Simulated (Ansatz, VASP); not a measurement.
# One calculation of Mg4H, two programs

```xyz
10
Lattice="6.4201 0.0000 0.0000 0.0000 5.1379 0.0000 0.0000 0.0000 21.6645" Properties=species:S:1:pos:R:3 pbc="T T T"
Mg    0.0000    3.8534    4.0000
Mg    3.2101    3.8534    4.0000
Mg    1.6050    1.2845    4.9267
Mg    4.8151    1.2845    4.9267
Mg    1.6050    3.8534    6.8746
Mg    4.8151    3.8534    6.8746
Mg    0.0000    1.2845    7.6645
Mg    3.2101    1.2845    7.6645
H     4.4901    0.4282    8.7545
H     5.1401    0.4282    8.7545
```

Alike in both runs: task single point; functional PBE; k mesh 4 × 5 × 1; occupations gaussian, width 0.1 eV; no spin polarisation.

|  | VASP | Ansatz |
| --- | --- | --- |
| version | VASP 6.6.1 | Ansatz 0.2.0 |
| potentials or method | VASP PAW PBE potentials, release 64 (Mg, H), cutoff 520 eV | scalar-relativistic, plane waves, PAW |
| valence electrons in the cell | 18 | 82 |

|  | VASP | Ansatz | Ansatz less VASP |
| --- | --- | --- | --- |
| gap on the k mesh at the Fermi level (eV) | none | none | - |
| rms of the force components (eV/Å) | 1.516 | 1.502 | -0.0136 |
| work function, face that differs most (eV) | 3.61 | 3.61 | -0.006 |

Atom by atom the forces differ by 0.014 eV/Å (rms over components). A gap of «none» marks a metal or a gap that the smearing closes. VASP's potentials hold 18 valence electrons a cell and Ansatz's 82, so a difference there can come from the potentials and not from the codes.
